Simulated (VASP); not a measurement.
Here is a VASP 6.6.1 calculation.

File INCAR:

```
SYSTEM = Ir
  ALGO = Normal
  EDIFF = 1E-6
  EDIFFG = -0.04
  ENCUT = 600
  GGA = PE
  IBRION = 2
  ISIF = 3
  ISMEAR = 0
  LASPH = .TRUE.
  LCHARG = .FALSE.
  LREAL = .FALSE.
  LWAVE = .FALSE.
  NELM = 60
  NSW = 90
  PREC = Accurate
  SIGMA = 0.1
```

Contents of KPOINTS:

```
k-points
0
G
  6 6 4
  0 0 0
```

POSCAR

```
Ir
1.0
    2.5637447771     -1.6944391738      0.0000000000
    2.5637447771      1.6944391738      0.0000000000
    0.0000000000      0.0000000000      6.9120396747
Ir
4
Direct
    0.8500000000      0.1500000000      0.1170000000
    0.6500000000      0.3500000000      0.6170000000
    0.1500000000      0.8500000000      0.8830000000
    0.3500000000      0.6500000000      0.3830000000
```

Potentials or basis: VASP PAW PBE potentials, release 64 (Ir).

Run with:

```bash
$ cat potpaw_PBE.64/Ir/POTCAR > POTCAR
$ mpirun -np 1 vasp_std > vasp.out
```

(1) Predict the relaxed volume.

(2) Estimate the band gap on the k mesh.

(3) Predict the relaxed cell.

(4) Predict the space group after relaxing (to 0.1 Å).

Results:

(1) 14.51 Å³/atom.

(2) zero (bands 18 and 19 overlap by 2.42 eV).

(3) a = 2.748 Å, b = 2.748 Å, c = 7.686 Å, α = 90.00°, β = 90.00°, γ = 89.97°.

(4) Fm-3m (No. 225).

Caveat: the k points lie up to 0.38 Å⁻¹ apart in the final cell, too coarse for converged energies and pressures of a metal; spin-orbit coupling is left out, which moves the levels of the heavy elements.
